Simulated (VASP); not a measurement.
# ZnS (P6_3mc) in VASP: further runs

ZnS is run at these levels: LDA; tasks: relaxation of cell and atoms.

Everything below comes from runs of VASP 6.6.1. Logs are shortened: lines on timing, memory, paths and dates and some standing lists are left out, and cuts for length are marked.

## Step 1: The cell of the first run

Symmetry: P6_3mc, No. 186, hexagonal system. Conventional cell: a = 3.738 Å, b = 3.738 Å, c = 6.143 Å, α = 90.00°, β = 90.00°, γ = 120.00°. Zn (site symmetry 3m) has 4 S at 2.29 to 2.30 Å within 3.0 Å. Within 3.0 Å of S (site symmetry 3m) lie 4 Zn at 2.29 to 2.30 Å.

## Step 2: Relaxation of cell and atoms, LDA, target pressure 7 GPa, at which the enthalpy is minimised

INCAR

```
SYSTEM = ZnS
ALGO     = Normal         ! electronic algorithm
EDIFF    = 1E-6           ! SCF threshold, eV
EDIFFG   = -0.002         ! ionic threshold
ENCUT    = 600            ! plane-wave cutoff, eV
IBRION   = 2              ! ionic algorithm
ISIF     = 3              ! what is computed and relaxed
ISMEAR   = 0              ! smearing method
LASPH    = .TRUE.         ! aspherical terms in the spheres
LCHARG   = .FALSE.        ! write CHGCAR
LREAL    = .FALSE.        ! projectors in reciprocal space
LWAVE    = .FALSE.        ! write WAVECAR
NELM     = 100            ! most SCF steps
NSW      = 100            ! ionic steps
PREC     = Accurate       ! precision mode
PSTRESS  = 70.0         
SIGMA    = 0.01           ! smearing width, eV
```

KPOINTS

```
k-points
0
G
  6 6 4
  0 0 0
```

POSCAR

```
ZnS
1.0
    3.7382324346      0.0000000000      0.0000000000
   -1.8691162173      3.2374042537      0.0000000000
    0.0000000000      0.0000000000      6.1429976498
Zn S
2 2
Direct
    0.3333333333      0.6666666667      0.0055913297
    0.6666666667      0.3333333333      0.5055913297
    0.3333333333      0.6666666667      0.3794086703
    0.6666666667      0.3333333333      0.8794086703
```

Potentials or basis: VASP PAW LDA potentials, release 64 (Zn, S).

Launch:

```bash
$ cat potpaw_LDA.64/Zn/POTCAR potpaw_LDA.64/S/POTCAR > POTCAR
$ mpirun -np 1 vasp_std > vasp.out
```

OUTCAR:

```text
SYSTEM = ZnS
   EDIFF = 1E-6
   EDIFFG = -0.002
   ENCUT = 600
   IBRION = 2
   ISIF = 3
   ISMEAR = 0
   LASPH = .TRUE.
   LREAL = .FALSE.
   NELM = 100
   NSW = 100
   PREC = Accurate
   PSTRESS = 70.0

 ion  position               nearest neighbor table
   1  0.333  0.667  0.006-   4 2.29   4 2.29   4 2.29   3 2.30
   2  0.667  0.333  0.506-   3 2.29   3 2.29   3 2.29   4 2.30
   3  0.333  0.667  0.379-   2 2.29   2 2.29   2 2.29   1 2.30
   4  0.667  0.333  0.879-   1 2.29   1 2.29   1 2.29   2 2.30

  LATTYP: Found a hexagonal cell.
 ALAT       =     3.7382324346
 C/A-ratio  =     1.6432893773

  Lattice vectors:

 A1 = (   3.7382324346,   0.0000000000,   0.0000000000)
 A2 = (  -1.8691162173,   3.2374042537,   0.0000000000)
 A3 = (   0.0000000000,   0.0000000000,   6.1429976498)

Analysis of symmetry for initial positions (statically):
=====================================================================
 Subroutine PRICEL returns:
 Original cell was already a primitive cell.

 Routine SETGRP: Setting up the symmetry group for a
 hexagonal supercell.

 Subroutine GETGRP returns: Found 12 space group operations
 (whereof  6 operations were pure point group operations)
 out of a pool of 24 trial point group operations.

The static configuration has the point symmetry C_3v.
 The point group associated with its full space group is C_6v.

Analysis of symmetry for dynamics (positions and initial velocities):
=====================================================================
 Subroutine PRICEL returns:
 Original cell was already a primitive cell.

 Routine SETGRP: Setting up the symmetry group for a
 hexagonal supercell.

 Subroutine GETGRP returns: Found 12 space group operations
 (whereof  6 operations were pure point group operations)
 out of a pool of 24 trial point group operations.

The dynamic configuration has the point symmetry C_3v.
 The point group associated with its full space group is C_6v.

 Subroutine INISYM returns: Found 12 space group operations
 (whereof  6 operations are pure point group operations),
 and found     1 'primitive' translations

----------------------------------------------------------------------------------------

                                     Primitive cell

  volume of cell :      74.3436

  direct lattice vectors                    reciprocal lattice vectors
     3.738232435  0.000000000  0.000000000     0.267506105  0.154444722  0.000000000
    -1.869116217  3.237404254  0.000000000     0.000000000  0.308889444  0.000000000
     0.000000000  0.000000000  6.142997650     0.000000000  0.000000000  0.162786974

  length of vectors
     3.738232435  3.738232435  6.142997650     0.308889444  0.308889444  0.162786974

  position of ions in fractional coordinates (direct lattice)
     0.333333333  0.666666667  0.005591330
     0.666666667  0.333333333  0.505591330
     0.333333333  0.666666667  0.379408670
     0.666666667  0.333333333  0.879408670

  ion indices of the primitive-cell ions
   primitive index   ion index
                 1           1
                 2           2
                 3           3
                 4           4

----------------------------------------------------------------------------------------

 KPOINTS: k-points

Automatic generation of k-mesh.
 Grid dimensions read from file:
 generate k-points for:    6    6    4

 Generating k-lattice:

  Cartesian coordinates                     Fractional coordinates (reciprocal lattice)
     0.044584351  0.025740787  0.000000000     0.166666667  0.000000000  0.000000000
     0.000000000  0.051481574  0.000000000     0.000000000  0.166666667  0.000000000
     0.000000000  0.000000000  0.040696744     0.000000000  0.000000000  0.250000000

  Length of vectors
     0.051481574  0.051481574  0.040696744

  Shift w.r.t. Gamma in fractional coordinates (k-lattice)
     0.000000000  0.000000000  0.000000000

 Subroutine IBZKPT returns following result:
 ===========================================

 Found     21 irreducible k-points:

 Following reciprocal coordinates:
            Coordinates               Weight
  0.000000  0.000000  0.000000      1.000000
  0.166667  0.000000  0.000000      6.000000
  0.333333  0.000000  0.000000      6.000000
  0.500000 -0.000000  0.000000      3.000000
  0.166667  0.166667  0.000000      6.000000
  0.333333  0.166667  0.000000     12.000000
[... 13 lines left out ...]
  0.333333  0.166667  0.500000     12.000000
  0.333333  0.333333  0.500000      2.000000
   k-points           NKPTS =     21   k-points in BZ     NKDIM =     21   number of bands    NBANDS=     22
   number of dos      NEDOS =    301   number of ions     NIONS =      4
   total plane-waves  NPLWV =  45000
   dimension x,y,z NGX =    30 NGY =   30 NGZ =   50
   dimension x,y,z NGXF=    60 NGYF=   60 NGZF=  100
   ions per type =               2   2
   NGX,Y,Z   is equivalent  to a cutoff of  13.34, 13.34, 13.53 a.u.
   NGXF,Y,Z  is equivalent  to a cutoff of  26.68, 26.68, 27.06 a.u.
 SYSTEM =  ZnS
   PREC   = accura    normal or accurate (medium, high low for compatibility)
   ISTART =      0    job   : 0-new  1-cont  2-samecut
   ICHARG =      2    charge: 1-file 2-atom 10-const
   ISPIN  =      1    spin polarized calculation?
   LNONCOLLINEAR =      F non collinear calculations
   LSORBIT =      F    spin-orbit coupling
   LASPH  =      T    aspherical Exc in radial PAW
   ENCUT  =  600.0 eV  44.10 Ry    6.64 a.u.   7.47  7.47 12.27*2*pi/ulx,y,z
   NELM   =    100;   NELMIN=  2; NELMDL= -5     # of ELM steps
   EDIFF  = 0.1E-05   stopping-criterion for ELM
   LREAL  =      F    real-space projection
   EDIFFG = -.2E-02   stopping-criterion for IOM
   NSW    =    100    number of steps for IOM
   IBRION =      2    ionic relax: 0-MD 1-quasi-New 2-CG
   NFREE  =      1    steps in history (QN), initial steepest desc. (CG)
   ISIF   =      3    stress and relaxation
   ISYM   =      2    0-nonsym 1-usesym 2-fastsym
   POTIM  = 0.5000    time-step for ionic-motion
   TEBEG  =    0.0;   TEEND  =   0.0 temperature during run
   PSTRESS=   70.0 pullay stress
   NELECT =      36.0000    total number of electrons
   NUPDOWN=      -1.0000    fix difference up-down
   EMIN   =  10.00;   EMAX   =-10.00  energy-range for DOS
   EFERMI =   0.00;   METHOD = LEGACY
   ISMEAR =     0;   SIGMA  =   0.01  broadening in eV -4-tet -1-fermi 0-gaus
   EFERMI_NEDOS =   21; number of points for ismear=-14 and -15
   IALGO  =     38    algorithm
   IMIX   =      4    mixing-type and parameters
     AMIX     =   0.40;   BMIX     =  1.00
     AMIX_MAG =   1.60;   BMIX_MAG =  1.00
  volume/ion in A,a.u.               =      18.59       125.42
  Fermi-wavevector in a.u.,A,eV,Ry     =   1.285566  2.429368 22.486085  1.652681
  Thomas-Fermi vector in A             =   2.417693
   LORBIT       =      0    0 simple, 1 ext, 2 COOP (PROOUT), +10 PAW based schemes
   GGA     = CA    functional components
   LHFCALC =     F    Hartree Fock is set to
   AEXX    =    0.0000 exact exchange contribution
   IVDW    =     0    specifies the selected vdW correction
   LEPSILON=     F    determine dielectric tensor
   LRPA    =     F    only Hartree local field effects (RPA)
 conjugate gradient relaxation of ions
 non-spin polarized calculation
 Gauss-broadening in eV      SIGMA  =   0.01
  energy-cutoff  :      600.00
  volume of cell :       74.34
 maximum number of plane-waves:      2539
 NGX is ok and might be reduce to    30
   NGX = 15   NGY = 15   NGZ = 25

--------------------------------------- Ionic step        1  -------------------------------------------

 number of electron      35.9999981 magnetization

 Free energy of the ion-electron system (eV)
  ---------------------------------------------------
  ext. energy  EPLUGINS =         0.00000000
  ---------------------------------------------------
  free energy    TOTEN  =       -16.39912226 eV

  energy without entropy =      -16.39912226  energy(sigma->0) =      -16.39912226

------------------------ aborting loop because EDIFF is reached ----------------------------------------

  FORCE on cell =-STRESS in cart. coord.  units (eV):
  Direction    XX          YY          ZZ          XY          YZ          ZX
  --------------------------------------------------------------------------------------
  -------------------------------------------------------------------------------------
  Total        0.1264981      0.1264981      0.1020851      0.0000000     -0.0000000      0.0000000
  in kB        2.7261576      2.7261576      2.2000344      0.0000000     -0.0000000      0.0000000
  external PRESSURE =     -67.4492168 kB  Pullay stress =      70.0000000 kB

 VOLUME and BASIS-vectors are now :
 -----------------------------------------------------------------------------
  energy-cutoff  :      600.00
  volume of cell :       74.34
      direct lattice vectors                 reciprocal lattice vectors
     3.738232435  0.000000000  0.000000000     0.267506105  0.154444722  0.000000000
    -1.869116217  3.237404254  0.000000000     0.000000000  0.308889444  0.000000000
     0.000000000  0.000000000  6.142997650     0.000000000  0.000000000  0.162786974

 POSITION                                       TOTAL-FORCE (eV/Angst)
 -----------------------------------------------------------------------------------
     -0.00000      2.15827      0.03435        -0.000000     -0.000000      0.002106
      1.86912      1.07913      3.10585         0.000000      0.000000      0.002106
     -0.00000      2.15827      2.33071         0.000000     -0.000000     -0.002106
      1.86912      1.07913      5.40221        -0.000000      0.000000     -0.002106
 -----------------------------------------------------------------------------------
    total drift:                               -0.000000     -0.000001      0.001161

  FREE ENERGIE OF THE ION-ELECTRON SYSTEM (eV)
  ---------------------------------------------------
  free  energy   TOTEN  =       -16.3991222640 eV
[... 228 lines left out ...]
 POSITION                                       TOTAL-FORCE (eV/Angst)
 -----------------------------------------------------------------------------------
     -0.00000      2.10985      0.03589        -0.000000      0.000000      0.005765
      1.82719      1.05493      3.04436         0.000000      0.000000      0.005765
     -0.00000      2.10985      2.28064         0.000000     -0.000000     -0.005765
      1.82719      1.05493      5.28911         0.000000     -0.000000     -0.005765
 -----------------------------------------------------------------------------------
    total drift:                               -0.000000     -0.000000     -0.002389

  FREE ENERGIE OF THE ION-ELECTRON SYSTEM (eV)
  ---------------------------------------------------
  free  energy   TOTEN  =       -16.2981783149 eV

  energy  without entropy=      -16.2981783149  energy(sigma->0) =      -16.29817831

  enthalpy is  TOTEN    =       -13.2578528335 eV   P V=        3.0403254815

--------------------------------------- Ionic step        8  -------------------------------------------

 number of electron      36.0000015 magnetization

 Free energy of the ion-electron system (eV)
  ---------------------------------------------------
  ext. energy  EPLUGINS =         0.00000000
  ---------------------------------------------------
  free energy    TOTEN  =       -16.29766851 eV

  energy without entropy =      -16.29766851  energy(sigma->0) =      -16.29766851

 E-fermi :   3.3380     XC(G=0): -10.6211

 val. band max:        3.2381377693   @ k =   0.0000   0.0000   0.0000
 cond. band min:       5.7708301068   @ k =   0.0000   0.0000   0.0000
 fundamental gap:      2.5326923376
 Fermi energy:         3.3379533901

 k-point     1 :       0.0000    0.0000    0.0000
  band No.  band energies     occupation
      1     -10.8737      2.00000
      2      -9.6733      2.00000
      3      -3.8799      2.00000
      4      -3.8482      2.00000
      5      -3.8482      2.00000
      6      -3.7467      2.00000
[... 14 lines left out ...]
     21       9.3013      0.00000
     22       9.3013      0.00000

 k-point     2 :       0.1667    0.0000    0.0000
  band No.  band energies     occupation
      1     -10.6442      2.00000
      2      -9.5444      2.00000
      3      -3.8832      2.00000
      4      -3.8327      2.00000
      5      -3.8063      2.00000
      6      -3.7267      2.00000
[... 502 lines left out ...]
 VOLUME and BASIS-vectors are now :
 -----------------------------------------------------------------------------
  energy-cutoff  :      600.00
  volume of cell :       69.58
      direct lattice vectors                 reciprocal lattice vectors
     3.653327568  0.000000000  0.000000000     0.273723060  0.158034082 -0.000000000
    -1.826663784  3.163874482 -0.000000000     0.000000000  0.316068164 -0.000000000
     0.000000000  0.000000000  6.019340691    -0.000000000  0.000000000  0.166131151

 POSITION                                       TOTAL-FORCE (eV/Angst)
 -----------------------------------------------------------------------------------
     -0.00000      2.10925      0.03660         0.000000      0.000000      0.001817
      1.82666      1.05462      3.04627        -0.000000      0.000000      0.001817
     -0.00000      2.10925      2.28085        -0.000000     -0.000000     -0.001817
      1.82666      1.05462      5.29052         0.000000     -0.000000     -0.001817
 -----------------------------------------------------------------------------------
    total drift:                               -0.000000     -0.000000     -0.002710

  FREE ENERGIE OF THE ION-ELECTRON SYSTEM (eV)
  ---------------------------------------------------
  free  energy   TOTEN  =       -16.2976685075 eV

  energy  without entropy=      -16.2976685075  energy(sigma->0) =      -16.29766851

  enthalpy is  TOTEN    =       -13.2578738856 eV   P V=        3.0397946219

 reached required accuracy - stopping structural energy minimisation
```

Wall time 6.5 min (1 thread of AMD EPYC 7R13, shared host); peak memory 0.17 GiB.

Results:

* Free energy: -16.2977 eV
* Relaxed volume: 17.39 Å³/atom
* Relaxed cell: a = 3.653 Å, b = 3.653 Å, c = 6.019 Å, α = 90.00°, β = 90.00°, γ = 120.00°
* Space group after relaxing (to 0.05 Å): P6_3mc (No. 186)
* Energy change on relaxing (the enthalpy is what falls): +25.4 meV/atom
* Ionic steps: 8
* Pressure after relaxing: 7.0 GPa
* Band gap on the k mesh: 2.53 eV, direct

Step by step:
```
step  energy change (eV)  largest force (eV/Å)  pressure (GPa)  volume (Å³)
   1              0.0000                0.0021            0.26        74.34
   2              0.3096                0.0339           13.14        66.24
   3              0.1011                0.0190            6.77        69.59
   4              0.1068                0.0196            7.13        69.46
   5              0.1010                0.0135            6.95        69.59
   6              0.1001                0.0127            6.88        69.61
   7              0.1009                0.0058            7.01        69.59
   8              0.1015                0.0018            7.00        69.58
```

Final structure:
```yaml
crystal:
  lattice:
    - [3.65333, 0.00000, 0.00000]
    - [-1.82666, 3.16387, 0.00000]
    - [0.00000, 0.00000, 6.01934]
  atoms:
    - { symbol: Zn, position: [0.33333, 0.66667, 0.00608] }
    - { symbol: Zn, position: [0.66667, 0.33333, 0.50608] }
    - { symbol: S, position: [0.33333, 0.66667, 0.37892] }
    - { symbol: S, position: [0.66667, 0.33333, 0.87892] }
```

Levels at points of the mesh, in eV from the valence-band top:
```csv
k point,band 15,band 16,band 17,band 18,band 19,band 20,band 21,band 22
"(0.00, 0.00, 0.00)",-1.10,-0.13,0.00,0.00,2.53,3.16,6.06,6.06
"(0.50, 0.00, 0.00)",-3.97,-2.73,-2.15,-1.09,3.34,4.36,4.80,6.66
"(0.00, 0.00, 0.50)",-0.58,-0.58,-0.58,-0.58,3.71,3.71,6.57,6.57
"(0.50, 0.00, 0.50)",-2.01,-2.01,-1.98,-1.98,3.31,3.31,4.96,4.96
```

Caveat: the cell is relaxed towards a set pressure, so the enthalpy falls and the energy may rise. LDA usually gives volumes a few per cent too small.

## Step 3: Relaxation of cell and atoms, LDA, target pressure 10 GPa, at which the enthalpy is minimised

INCAR

```
SYSTEM = ZnS
PREC = Accurate
ENCUT = 600
EDIFF = 1E-6
ISMEAR = 0
SIGMA = 0.01
LREAL = .False.
LASPH = .True.
NELM = 60
ALGO = Normal
ISIF = 3
LWAVE = .False.
LCHARG = .False.
IBRION = 2
NSW = 100
EDIFFG = -0.002
PSTRESS = 100.0
```

KPOINTS

```
regular mesh
0
Gamma
  6 6 4
  0 0 0
```

POSCAR is that of step 2.

Potentials or basis: VASP PAW LDA potentials, release 64 (Zn, S).

Launch:

```bash
$ cat potpaw_LDA.64/Zn/POTCAR potpaw_LDA.64/S/POTCAR > POTCAR
$ mpirun -np 1 vasp_std > vasp.out
```

It took 8.7 min on 1 thread of AMD EPYC 7R13, shared host; peak memory 0.17 GiB.

It converged, with:

| Item | Value |
| --- | --- |
| Free energy | -16.2067 eV |
| Relaxed volume | 16.96 Å³/atom |
| Relaxed cell | a = 3.621 Å, b = 3.621 Å, c = 5.976 Å, α = 90.00°, β = 90.00°, γ = 120.00° |
| Space group after relaxing (to 0.05 Å) | P6_3mc (No. 186) |
| Energy change on relaxing (the enthalpy is what falls) | +48.1 meV/atom |
| Ionic steps | 12 |
| Pressure after relaxing | 10.0 GPa |
| Band gap on the k mesh | 2.65 eV, direct |

Step by step:
| step | energy change (eV) | largest force (eV/Å) | pressure (GPa) | volume (Å³) |
| --- | --- | --- | --- | --- |
| 1 | 0.0000 | 0.0021 | 0.26 | 74.34 |
| 2 | 0.6762 | 0.0550 | 21.56 | 62.83 |
| 3 | 0.1876 | 0.0276 | 9.92 | 67.93 |
| 4 | 0.1953 | 0.0283 | 10.08 | 67.81 |
| 5 | 0.1954 | 0.0198 | 10.13 | 67.81 |
| 6 | 0.1959 | 0.0061 | 10.00 | 67.79 |
| 7 | 0.1959 | 0.0048 | 10.10 | 67.79 |
| 8 | 0.1867 | 0.0079 | 9.86 | 67.94 |
| 9 | 0.1914 | 0.0013 | 9.94 | 67.86 |
| 10 | 0.1930 | 0.0009 | 10.04 | 67.84 |
| 11 | 0.1923 | 0.0003 | 9.98 | 67.85 |
| 12 | 0.1924 | 0.0004 | 10.01 | 67.85 |

Final structure:
```
Zn S
1.0
     3.62063    0.00000    0.00000
    -1.81031    3.13556    0.00000
     0.00000    0.00000    5.97640
Zn S
2 2
Direct
  0.33333 0.66667 0.00639
  0.66667 0.33333 0.50639
  0.33333 0.66667 0.37861
  0.66667 0.33333 0.87861
```

Levels at points of the mesh, in eV from the valence-band top:
```tsv
k point	band 15	band 16	band 17	band 18	band 19	band 20	band 21	band 22
(0.00, 0.00, 0.00)	-1.14	-0.15	0.00	0.00	2.65	3.21	6.04	6.04
(0.50, 0.00, 0.00)	-4.11	-2.84	-2.25	-1.13	3.31	4.40	4.76	6.62
(0.00, 0.00, 0.50)	-0.60	-0.60	-0.60	-0.60	3.78	3.78	6.55	6.55
(0.50, 0.00, 0.50)	-2.10	-2.10	-2.05	-2.05	3.29	3.29	4.93	4.93
```

Caveat: the cell is relaxed towards a set pressure, so the enthalpy falls and the energy may rise. Zero-point motion and thermal expansion aren't in these numbers.

(Part 1 of 2 ends here.)
